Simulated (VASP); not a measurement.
# SiNi3 (Pm-3m) in VASP: notebook, part 2 of 2

VASP 6.6.1. Earlier steps stand in the parts before.

## Step 3: Single point, PBE, collinear spin, ferromagnetic start

INCAR

```
SYSTEM = SiNi3
PREC = Accurate
ENCUT = 520
EDIFF = 1E-7
ISMEAR = -1
SIGMA = 0.05
LREAL = .FALSE.
LASPH = .TRUE.
NELM = 150
ALGO = Normal
ISIF = 2
LWAVE = .FALSE.
LCHARG = .FALSE.
ISPIN = 2
MAGMOM = 0.5 0.5 0.5 0
LORBIT = 11
NUPDOWN = 1.5
LMAXMIX = 4
GGA = PE
NBANDS = 29
```

KPOINTS

```
regular mesh
0
G
  6 6 6
  0 0 0
```

POSCAR

```
SiNi3
1.0
    3.5420000000      0.0000000000      0.0000000000
    0.0000000000      3.5420000000      0.0000000000
    0.0000000000      0.0000000000      3.5420000000
Ni Si
3 1
Direct
    0.5000000000      0.5000000000      0.0000000000
    0.5000000000      0.0000000000      0.5000000000
    0.0000000000      0.5000000000      0.5000000000
    0.0000000000      0.0000000000      0.0000000000
```

Potentials or basis: VASP PAW PBE potentials, release 64 (Ni, Si).

Started as:

```sh
cat potpaw_PBE.64/Ni/POTCAR potpaw_PBE.64/Si/POTCAR > POTCAR
mpirun -np 1 vasp_std > vasp.out
```

OUTCAR:

```text
SYSTEM = SiNi3
   PREC = Accurate
   ENCUT = 520
   EDIFF = 1E-7
   ISMEAR = -1
   LREAL = .FALSE.
   LASPH = .TRUE.
   NELM = 150
   ISIF = 2
   ISPIN = 2
   LORBIT = 11
   NUPDOWN = 1.5
   GGA = PE

 ion  position               nearest neighbor table
   1  0.500  0.500  0.000-   2 2.50   3 2.50   4 2.50   2 2.50   3 2.50   2 2.50   4 2.50   2 2.50
                             3 2.50   4 2.50   3 2.50   4 2.50
   2  0.500  0.000  0.500-   1 2.50   3 2.50   4 2.50   1 2.50   4 2.50   1 2.50   3 2.50   1 2.50
                             3 2.50   4 2.50   4 2.50   3 2.50
   3  0.000  0.500  0.500-   1 2.50   2 2.50   4 2.50   1 2.50   4 2.50   2 2.50   4 2.50   4 2.50
                             1 2.50   2 2.50   1 2.50   2 2.50
   4  0.000  0.000  0.000-   1 2.50   2 2.50   3 2.50   2 2.50   3 2.50   1 2.50   3 2.50   3 2.50
                             1 2.50   2 2.50   2 2.50   1 2.50

  LATTYP: Found a simple cubic cell.
 ALAT       =     3.5420000000

  Lattice vectors:

 A1 = (   3.5420000000,   0.0000000000,   0.0000000000)
 A2 = (   0.0000000000,   3.5420000000,   0.0000000000)
 A3 = (   0.0000000000,   0.0000000000,   3.5420000000)

Analysis of symmetry for initial positions (statically):
=====================================================================
 Subroutine PRICEL returns:
[... 1481 lines left out ...]
  -------------------------------------------------------------------------------------
  Total       -1.0088491     -1.0088491     -1.0088491     -0.0000000     -0.0000000     -0.0000000
  in kB      -36.3740035    -36.3740035    -36.3740035     -0.0000000     -0.0000000     -0.0000000
  external PRESSURE =     -36.3740035 kB  Pullay stress =       0.0000000 kB

 VOLUME and BASIS-vectors are now :
 -----------------------------------------------------------------------------
  energy-cutoff  :      520.00
  volume of cell :       44.44
      direct lattice vectors                 reciprocal lattice vectors
     3.542000000  0.000000000  0.000000000     0.282326369  0.000000000  0.000000000
     0.000000000  3.542000000  0.000000000     0.000000000  0.282326369  0.000000000
     0.000000000  0.000000000  3.542000000     0.000000000  0.000000000  0.282326369

 POSITION                                       TOTAL-FORCE (eV/Angst)
 -----------------------------------------------------------------------------------
      1.77100      1.77100      0.00000         0.000000      0.000000      0.000000
      1.77100      0.00000      1.77100         0.000000      0.000000      0.000000
      0.00000      1.77100      1.77100         0.000000      0.000000      0.000000
      0.00000      0.00000      0.00000         0.000000      0.000000      0.000000
 -----------------------------------------------------------------------------------
    total drift:                                0.000000      0.000000      0.000000

  FREE ENERGIE OF THE ION-ELECTRON SYSTEM (eV)
  ---------------------------------------------------
  free  energy   TOTEN  =       -23.3832324227 eV

  energy  without entropy=      -23.3616579762  energy(sigma->0) =      -23.37244520

 total charge

# of ion       s       p       d       tot
------------------------------------------
    1        0.474   0.551   8.366   9.391
    2        0.474   0.551   8.366   9.391
    3        0.474   0.551   8.366   9.391
    4        0.725   0.825   0.000   1.549
--------------------------------------------------
tot          2.148   2.476  25.099  29.723

 magnetization (x)

# of ion       s       p       d       tot
------------------------------------------
    1       -0.002  -0.003   0.498   0.492
    2       -0.002  -0.003   0.498   0.492
    3       -0.002  -0.003   0.498   0.492
    4        0.000   0.026   0.000   0.026
--------------------------------------------------
tot         -0.007   0.017   1.493   1.503
```

Run time: 35 s. Hardware: 1 thread of Intel Xeon Platinum 8488C (Sapphire Rapids), shared host; peak memory 0.18 GiB.

What came out:

```yaml
Free_energy: -23.3832 eV
Pressure: -3.6 GPa
Net_moment: 1.50 μB per cell
Site_moments: Ni +0.49; Si +0.03 μB
Valence_electrons_inside_the_program's_atomic_spheres: Ni 9.39; Si 1.55
```

Caveat: the cell stands under tension; the total moment is fixed, so each spin has its own Fermi level.

## Step 4: Single point, PBE, collinear spin, ferromagnetic start

INCAR

```
SYSTEM = SiNi3
  PREC = Accurate
  ENCUT = 520
  EDIFF = 1E-6
  ISMEAR = -1
  SIGMA = 0.05
  LREAL = .FALSE.
  LASPH = .TRUE.
  NELM = 150
  ALGO = Normal
  ISIF = 2
  LWAVE = .FALSE.
  LCHARG = .FALSE.
  ISPIN = 2
  MAGMOM = 0.733333 0.733333 0.733333 0
  LORBIT = 11
  NUPDOWN = 2.2
  LMAXMIX = 4
  GGA = PE
  NBANDS = 29
```

KPOINTS is that of step 3.

POSCAR is that of step 3.

Potentials or basis: VASP PAW PBE potentials, release 64 (Ni, Si).

Started as:

```sh
cat potpaw_PBE.64/Ni/POTCAR potpaw_PBE.64/Si/POTCAR > POTCAR
mpirun -np 1 vasp_std > vasp.out
```

OUTCAR:

```text
SYSTEM = SiNi3
   PREC = Accurate
   ENCUT = 520
   EDIFF = 1E-6
   ISMEAR = -1
   LREAL = .FALSE.
   LASPH = .TRUE.
   NELM = 150
   ISIF = 2
   ISPIN = 2
   LORBIT = 11
   NUPDOWN = 2.2
   GGA = PE

 ion  position               nearest neighbor table
   1  0.500  0.500  0.000-   2 2.50   3 2.50   4 2.50   2 2.50   3 2.50   2 2.50   4 2.50   2 2.50
                             3 2.50   4 2.50   3 2.50   4 2.50
   2  0.500  0.000  0.500-   1 2.50   3 2.50   4 2.50   1 2.50   4 2.50   1 2.50   3 2.50   1 2.50
                             3 2.50   4 2.50   4 2.50   3 2.50
   3  0.000  0.500  0.500-   1 2.50   2 2.50   4 2.50   1 2.50   4 2.50   2 2.50   4 2.50   4 2.50
                             1 2.50   2 2.50   1 2.50   2 2.50
   4  0.000  0.000  0.000-   1 2.50   2 2.50   3 2.50   2 2.50   3 2.50   1 2.50   3 2.50   3 2.50
                             1 2.50   2 2.50   2 2.50   1 2.50

  LATTYP: Found a simple cubic cell.
 ALAT       =     3.5420000000

  Lattice vectors:

 A1 = (   3.5420000000,   0.0000000000,   0.0000000000)
 A2 = (   0.0000000000,   3.5420000000,   0.0000000000)
 A3 = (   0.0000000000,   0.0000000000,   3.5420000000)

Analysis of symmetry for initial positions (statically):
=====================================================================
 Subroutine PRICEL returns:
[... 1481 lines left out ...]
  -------------------------------------------------------------------------------------
  Total       -0.4006931     -0.4006931     -0.4006931     -0.0000000      0.0000000     -0.0000000
  in kB      -14.4469716    -14.4469716    -14.4469716     -0.0000000      0.0000000     -0.0000000
  external PRESSURE =     -14.4469716 kB  Pullay stress =       0.0000000 kB

 VOLUME and BASIS-vectors are now :
 -----------------------------------------------------------------------------
  energy-cutoff  :      520.00
  volume of cell :       44.44
      direct lattice vectors                 reciprocal lattice vectors
     3.542000000  0.000000000  0.000000000     0.282326369  0.000000000  0.000000000
     0.000000000  3.542000000  0.000000000     0.000000000  0.282326369  0.000000000
     0.000000000  0.000000000  3.542000000     0.000000000  0.000000000  0.282326369

 POSITION                                       TOTAL-FORCE (eV/Angst)
 -----------------------------------------------------------------------------------
      1.77100      1.77100      0.00000         0.000000      0.000000      0.000000
      1.77100      0.00000      1.77100         0.000000      0.000000      0.000000
      0.00000      1.77100      1.77100         0.000000      0.000000      0.000000
      0.00000      0.00000      0.00000         0.000000      0.000000      0.000000
 -----------------------------------------------------------------------------------
    total drift:                                0.000000      0.000000      0.000000

  FREE ENERGIE OF THE ION-ELECTRON SYSTEM (eV)
  ---------------------------------------------------
  free  energy   TOTEN  =       -23.0532146855 eV

  energy  without entropy=      -23.0281142659  energy(sigma->0) =      -23.04066448

 total charge

# of ion       s       p       d       tot
------------------------------------------
    1        0.480   0.558   8.345   9.383
    2        0.480   0.558   8.345   9.383
    3        0.480   0.558   8.345   9.383
    4        0.721   0.837   0.000   1.557
--------------------------------------------------
tot          2.160   2.510  25.036  29.706

 magnetization (x)

# of ion       s       p       d       tot
------------------------------------------
    1        0.004   0.013   0.677   0.694
    2        0.004   0.013   0.677   0.694
    3        0.004   0.013   0.677   0.694
    4        0.009   0.052   0.000   0.061
--------------------------------------------------
tot          0.022   0.090   2.031   2.143
```

It took 36 s on 1 thread of Intel Xeon Platinum 8488C (Sapphire Rapids), shared host; peak memory 0.18 GiB.

What came out:

| Quantity | Value |
| --- | --- |
| Free energy | -23.0532 eV |
| Pressure | -1.4 GPa |
| Net moment | 2.20 μB per cell |
| Site moments | Ni +0.69; Si +0.06 μB |
| Valence electrons inside the program's atomic spheres | Ni 9.38; Si 1.56 |

Caveat: the total moment is fixed, so each spin has its own Fermi level.

## Step 5: The runs side by side

| fixed moment (μB) | pressure (GPa) | moment (μB) |
| --- | --- | --- |
| 0.8 | -5.1 | 0.80 |
| 1.5 | -3.6 | 1.50 |
| 2.2 | -1.4 | 2.20 |

Alike in all rows: task single point; level PBE; potentials or basis VASP PAW PBE potentials, release 64 (Ni, Si); spin collinear, ferromagnetic start; cell as given; k mesh 6 × 6 × 6; cutoff (eV) 520; smearing fermi-dirac 0.05 eV.

Caveats: the total moment is fixed, so each spin has its own Fermi level; the cell stands under tension (at least some runs).

Total energies depend on the potentials used, so only differences within one code and one set of settings carry meaning.
